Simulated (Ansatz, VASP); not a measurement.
# BaF2: VASP beside Ansatz

```
CELL_PARAMETERS angstrom
0.00000 3.11035 3.11035
3.11035 0.00000 3.11035
3.11035 3.11035 0.00000
ATOMIC_POSITIONS crystal
Ba 0.00000 0.00000 0.00000
F 0.25000 0.25000 0.25000
F 0.75000 0.75000 0.75000
```

Change from the starting cell: volume scaled by 1.01.

Alike in both runs: task single point; functional LDA; k mesh 8 × 8 × 8; occupations fermi-dirac, width 0.01 eV; no spin polarisation.

|  | VASP | Ansatz |
| --- | --- | --- |
| version | VASP 6.6.1 | Ansatz 0.2.0 |
| potentials or method | VASP PAW LDA potentials, release 64 (Ba_sv, F), cutoff 600 eV | all-electron LAPW, scalar-relativistic |

Ansatz gave:

```
gap on the k mesh at the Fermi level (eV) : 6.40
pressure (GPa)                            : -5.0
```

What did VASP give for the same quantities?

gap on the k mesh at the Fermi level (eV): 6.35; pressure (GPa): -4.0.

LDA's correlation is that of Perdew and Zunger in VASP and of Perdew and Wang (1992) in Ansatz. Ansatz ran all-electron here, and VASP with PAW potentials.

Spin-orbit coupling is off throughout.
